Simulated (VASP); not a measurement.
Here is a VASP 6.6.1 calculation.

INCAR

```
PREC = Accurate ; ENCUT = 520
EDIFF = 1E-6 ; ISMEAR = 0
SIGMA = 0.15 ; LREAL = F
LASPH = T ; NELM = 100
ALGO = Fast ; ISIF = 2
LWAVE = F ; LCHARG = T
GGA = PE ; LELF = T
LVHAR = T ; NBANDS = 12
```

KPOINTS

```
regular mesh
0
Gamma
  22 22 22
```

POSCAR

```
Zn
1.0
   -0.2644570156      1.9405764665      1.9405764665
    1.9405764665     -0.2644570156      1.9405764665
    1.9405764665      1.9405764665     -0.2644570156
Zn
1
Direct
    0.0000000000      0.0000000000      0.0000000000
```

Potentials or basis: VASP PAW PBE potentials, release 64 (Zn).

The run is started by

```sh
$ cat potpaw_PBE.64/Zn/POTCAR > POTCAR
$ mpirun -np 1 vasp_std > vasp.out
```

Task: Predict the band gap on the k mesh.

Result: Zero (bands 6 and 7 overlap by 3.98 eV).

Task: Predict the pressure.

Result: -5.1 GPa.

Stress tensor (GPa, compression positive):
```
-5.07  1.20  1.20
 1.20 -5.07  1.20
 1.20  1.20 -5.07
```

Caveat: the cell stands under tension.
